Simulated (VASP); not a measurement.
A run of VASP 6.6.1:

Contents of INCAR:

```
  AGGAC = 1.0
  AGGAX = 1.0
  ALDAC = 0.0
  ALDAX = 1.0
  ALGO = Normal
  EDIFF = 1E-6
  ENCUT = 500
  GGA = B5
  GGA_COMPAT = F
  ISIF = 2
  ISMEAR = -1
  LASPH = T
  LCHARG = T
  LELF = T
  LREAL = F
  LVHAR = T
  LWAVE = F
  NBANDS = 8
  NELM = 120
  PREC = Accurate
  SIGMA = 0.1
```

KPOINTS

```
k-points
0
Gamma
  13 13 13
```

Contents of POSCAR:

```
As
1.0
   -1.7403445870      1.7403445870      1.7403445870
    1.7403445870     -1.7403445870      1.7403445870
    1.7403445870      1.7403445870     -1.7403445870
As
1
Direct
    0.0000000000      0.0000000000      0.0000000000
```

Potentials or basis: VASP PAW PBE potentials, release 64 (As).

Command:

```console
$ cat potpaw_PBE.64/As/POTCAR > POTCAR
$ mpirun -np 1 vasp_std > vasp.out
```

Hardware: 1 thread of Intel Xeon 8259CL, with other jobs on the host.

Problem. Estimate the wall time of this run.

Solution. Wall time 15 s on 1 thread of Intel Xeon 8259CL, with other jobs on the host, peak memory 0.14 GiB. Counts: scf iterations 9, k points 84.
